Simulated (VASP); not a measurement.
# V (Fd-3m) in VASP: a series of runs

The runs below take V through single point, with r2SCAN.

Program: VASP 6.6.1. These are calculated values, not measurements. Logs are shortened: lines on timing, memory, paths and dates and some standing lists are left out, and cuts for length are marked.

### Step 1. The cell of the first run

It takes space group Fd-3m (No. 227, cubic). Conventional cell: a = 5.166 Å, b = 5.166 Å, c = 5.166 Å, α = 90.00°, β = 90.00°, γ = 90.00°. V (site symmetry -43m) has 4 V at 2.24 Å within 3.0 Å.

This isn't the form of V at room conditions, which is bcc.

### Step 2. Single point, r2SCAN (17.23 Å³/atom)

Input file POSCAR:

```
V
1.0
    0.0000000000      2.5828969453      2.5828969453
    2.5828969453      0.0000000000      2.5828969453
    2.5828969453      2.5828969453      0.0000000000
V
2
Direct
    0.1250000000      0.1250000000      0.1250000000
    0.8750000000      0.8750000000      0.8750000000
```

Input file INCAR.step1:

```
  ALGO = Normal
  EDIFF = 1E-4
  ENCUT = 520
  GGA = PE
  ISMEAR = -1
  LASPH = True
  LCHARG = False
  LREAL = False
  LWAVE = True
  NBANDS = 20
  NELM = 80
  PREC = Accurate
  SIGMA = 0.1
```

Input file INCAR.step2:

```
  ALGO = Normal
  EDIFF = 1E-6
  ENCUT = 520
  ISIF = 2
  ISMEAR = -1
  ISTART = 1
  LASPH = True
  LCHARG = False
  LMIXTAU = True
  LREAL = False
  LWAVE = False
  METAGGA = R2SCAN
  NBANDS = 20
  NELM = 80
  PREC = Accurate
  SIGMA = 0.1
```

Input file KPOINTS:

```
k-points
0
Gamma
  12 12 12
```

Potentials or basis: VASP PAW PBE potentials, release 64 (V_sv).

Started as:

```bash
> cat potpaw_PBE.64/V_sv/POTCAR > POTCAR
> cp INCAR.step1 INCAR
> mpirun -np 1 vasp_std > vasp.out
> cp INCAR.step2 INCAR
> mpirun -np 1 vasp_std > vasp.out
```

OUTCAR:

```text
EDIFF = 1E-6
   ENCUT = 520
   ISIF = 2
   ISMEAR = -1
   ISTART = 1
   LASPH = True
   LREAL = False
   METAGGA = R2SCAN
   NELM = 80
   PREC = Accurate

 ion  position               nearest neighbor table
   1  0.125  0.125  0.125-   2 2.24   2 2.24   2 2.24   2 2.24
   2  0.875  0.875  0.875-   1 2.24   1 2.24   1 2.24   1 2.24

  LATTYP: Found a face centered cubic cell.
 ALAT       =     5.1657938906

  Lattice vectors:

 A1 = (   0.0000000000,   2.5828969453,   2.5828969453)
 A2 = (   2.5828969453,   0.0000000000,   2.5828969453)
 A3 = (   2.5828969453,   2.5828969453,   0.0000000000)

Analysis of symmetry for initial positions (statically):
=====================================================================
 Subroutine PRICEL returns:
 Original cell was already a primitive cell.

 Routine SETGRP: Setting up the symmetry group for a
 face centered cubic supercell.

 Subroutine GETGRP returns: Found 48 space group operations
 (whereof 12 operations were pure point group operations)
 out of a pool of 48 trial point group operations.

The static configuration has the point symmetry D_3d.
 The point group associated with its full space group is O_h .

Analysis of symmetry for dynamics (positions and initial velocities):
=====================================================================
 Subroutine PRICEL returns:
 Original cell was already a primitive cell.

 Routine SETGRP: Setting up the symmetry group for a
 face centered cubic supercell.

 Subroutine GETGRP returns: Found 48 space group operations
 (whereof 12 operations were pure point group operations)
 out of a pool of 48 trial point group operations.

The dynamic configuration has the point symmetry D_3d.
 The point group associated with its full space group is O_h .

 Subroutine INISYM returns: Found 48 space group operations
 (whereof 12 operations are pure point group operations),
 and found     1 'primitive' translations

----------------------------------------------------------------------------------------

                                     Primitive cell

  volume of cell :      34.4629

[... 78 lines left out ...]
 SYSTEM =  unknown system
   PREC   = accura    normal or accurate (medium, high low for compatibility)
   ISTART =      1    job   : 0-new  1-cont  2-samecut
   ICHARG =      0    charge: 1-file 2-atom 10-const
   ISPIN  =      1    spin polarized calculation?
   LNONCOLLINEAR =      F non collinear calculations
   LSORBIT =      F    spin-orbit coupling
   LASPH  =      T    aspherical Exc in radial PAW
   ENCUT  =  520.0 eV  38.22 Ry    6.18 a.u.   6.79  6.79  6.79*2*pi/ulx,y,z
   NELM   =     80;   NELMIN=  2; NELMDL=  0     # of ELM steps
   EDIFF  = 0.1E-05   stopping-criterion for ELM
   LREAL  =      F    real-space projection
   EDIFFG = 0.1E-04   stopping-criterion for IOM
   NSW    =      0    number of steps for IOM
   IBRION =     -1    ionic relax: 0-MD 1-quasi-New 2-CG
   NFREE  =      0    steps in history (QN), initial steepest desc. (CG)
   ISIF   =      2    stress and relaxation
   ISYM   =      2    0-nonsym 1-usesym 2-fastsym
   POTIM  = 0.5000    time-step for ionic-motion
   TEBEG  =    0.0;   TEEND  =   0.0 temperature during run
   PSTRESS=    0.0 pullay stress
   NELECT =      26.0000    total number of electrons
   NUPDOWN=      -1.0000    fix difference up-down
   EMIN   =  10.00;   EMAX   =-10.00  energy-range for DOS
   EFERMI =   0.00;   METHOD = LEGACY
   ISMEAR =    -1;   SIGMA  =   0.10  broadening in eV -4-tet -1-fermi 0-gaus
   EFERMI_NEDOS =   21; number of points for ismear=-14 and -15
   IALGO  =     38    algorithm
   IMIX   =      4    mixing-type and parameters
     AMIX     =   0.40;   BMIX     =  1.00
     AMIX_MAG =   1.60;   BMIX_MAG =  1.00
  volume/ion in A,a.u.               =      17.23       116.28
  Fermi-wavevector in a.u.,A,eV,Ry     =   1.490329  2.816314 30.219642  2.221081
  Thomas-Fermi vector in A             =   2.603125
   LORBIT       =      0    0 simple, 1 ext, 2 COOP (PROOUT), +10 PAW based schemes
   METAGGA = R2SCAN    functional components
   LHFCALC =     F    Hartree Fock is set to
   AEXX    =    0.0000 exact exchange contribution
   IVDW    =     0    specifies the selected vdW correction
   LEPSILON=     F    determine dielectric tensor
   LRPA    =     F    only Hartree local field effects (RPA)
 non-spin polarized calculation
  energy-cutoff  :      520.00
  volume of cell :       34.46
 maximum number of plane-waves:       950
   NGX = 13   NGY = 13   NGZ = 13

 number of electron      25.9999983 magnetization

 Free energy of the ion-electron system (eV)
  ---------------------------------------------------
  ext. energy  EPLUGINS =         0.00000000
  ---------------------------------------------------
  free energy    TOTEN  =       -23.10039383 eV

  energy without entropy =      -22.95689627  energy(sigma->0) =      -23.02864505

 E-fermi :   7.0361     XC(G=0): -12.1054

 val. band max:        7.0320975139   @ k =   0.2500   0.2500   0.0000
 cond. band min:       7.0391068838   @ k =   0.5000   0.2500   0.0000
 fundamental gap:      0.0070093699
 Fermi energy:         7.0361214979

 k-point     1 :       0.0000    0.0000    0.0000
  band No.  band energies     occupation
      1     -59.2732      2.00000
      2     -58.4450      2.00000
      3     -32.2519      2.00000
      4     -32.2519      2.00000
      5     -32.2519      2.00000
      6     -31.1847      2.00000
[... 541 lines left out ...]
     19      11.1186      0.00000
     20      12.0213      0.00000

 [... further k-points ...]

------------------------ aborting loop because EDIFF is reached ----------------------------------------

  FORCE on cell =-STRESS in cart. coord.  units (eV):
  Direction    XX          YY          ZZ          XY          YZ          ZX
  --------------------------------------------------------------------------------------
  -------------------------------------------------------------------------------------
  Total        0.8222463      0.8222463      0.8222463      0.0000000      0.0000000      0.0000000
  in kB       38.2262140     38.2262140     38.2262140      0.0000000      0.0000000      0.0000000
  external PRESSURE =      38.2262140 kB  Pullay stress =       0.0000000 kB

 VOLUME and BASIS-vectors are now :
 -----------------------------------------------------------------------------
  energy-cutoff  :      520.00
  volume of cell :       34.46
      direct lattice vectors                 reciprocal lattice vectors
     0.000000000  2.582896945  2.582896945    -0.193581088  0.193581088  0.193581088
     2.582896945  0.000000000  2.582896945     0.193581088 -0.193581088  0.193581088
     2.582896945  2.582896945  0.000000000     0.193581088  0.193581088 -0.193581088

 POSITION                                       TOTAL-FORCE (eV/Angst)
 -----------------------------------------------------------------------------------
      0.64572      0.64572      0.64572        -0.000000     -0.000000      0.000000
      4.52007      4.52007      4.52007         0.000000      0.000000     -0.000000
 -----------------------------------------------------------------------------------
    total drift:                                0.000000     -0.000000     -0.000000

  FREE ENERGIE OF THE ION-ELECTRON SYSTEM (eV)
  ---------------------------------------------------
  free  energy   TOTEN  =       -23.1003938255 eV

  energy  without entropy=      -22.9568962654  energy(sigma->0) =      -23.02864505
```

It took 5.5 min on 1 thread of Intel Xeon 8259CL, shared host; peak memory 0.18 GiB.

What came out:

* Free energy: -23.1004 eV
* Pressure: 3.8 GPa
* Band gap on the k mesh: zero (bands 13 and 14 overlap by 1.18 eV)

Caveat: the cell stands under pressure; the PAW data sets were made with another functional, which shifts forces and pressure a little.

### Step 3. Single point, r2SCAN (17.95 Å³/atom)

This run uses another cell than the first one, of 17.95 Å³/atom.

Input file POSCAR:

```
V
1.0
    0.0000000000      2.6182834925      2.6182834925
    2.6182834925      0.0000000000      2.6182834925
    2.6182834925      2.6182834925      0.0000000000
V
2
Direct
    0.1250000000      0.1250000000      0.1250000000
    0.8750000000      0.8750000000      0.8750000000
```

Input file INCAR.step1:

```
PREC = Accurate ; ENCUT = 520
ISMEAR = -1 ; SIGMA = 0.1
LREAL = False ; LASPH = True
NELM = 80 ; NBANDS = 20
GGA = PE ; ALGO = Normal
EDIFF = 1E-4 ; LWAVE = True
LCHARG = False
```

Input file INCAR.step2:

```
PREC = Accurate ; ENCUT = 520
EDIFF = 1E-7 ; ISMEAR = -1
SIGMA = 0.1 ; LREAL = False
LASPH = True ; NELM = 80
ALGO = Normal ; ISIF = 2
LWAVE = False ; LCHARG = False
METAGGA = R2SCAN ; LMIXTAU = True
NBANDS = 20 ; ISTART = 1
```

Input file KPOINTS:

```
regular mesh
0
Gamma
  12 12 12
```

Potentials or basis: VASP PAW PBE potentials, release 64 (V_sv).

Started as:

```bash
> cat potpaw_PBE.64/V_sv/POTCAR > POTCAR
> cp INCAR.step1 INCAR
> mpirun -np 1 vasp_std > vasp.out
> cp INCAR.step2 INCAR
> mpirun -np 1 vasp_std > vasp.out
```

Run time: 6.8 min. Hardware: 1 thread of Intel Xeon 8259CL, shared host; peak memory 0.19 GiB.

The run converged. Its results:

```yaml
Free_energy: -23.1218 eV
Pressure: 0.9 GPa
Band_gap_on_the_k_mesh: zero (bands 13 and 14 overlap by 1.11 eV)
```

Levels at points of the mesh, in eV from the Fermi level:
| k point | band 10 | band 11 | band 12 | band 13 | band 14 | band 15 | band 16 | band 17 |
| --- | --- | --- | --- | --- | --- | --- | --- | --- |
| (0.00, 0.00, 0.00) | -1.10 | -1.10 | -0.64 | -0.64 | -0.64 | 1.66 | 1.66 | 1.66 |
| (0.50, 0.00, 0.00) | -1.94 | -1.08 | -1.08 | -0.64 | -0.64 | 0.31 | 2.61 | 2.61 |
| (0.50, 0.50, 0.00) | -2.50 | -0.54 | -0.54 | 0.30 | 0.30 | 1.43 | 1.43 | 3.85 |

Caveat: the PAW data sets were made with another functional, which shifts forces and pressure a little.
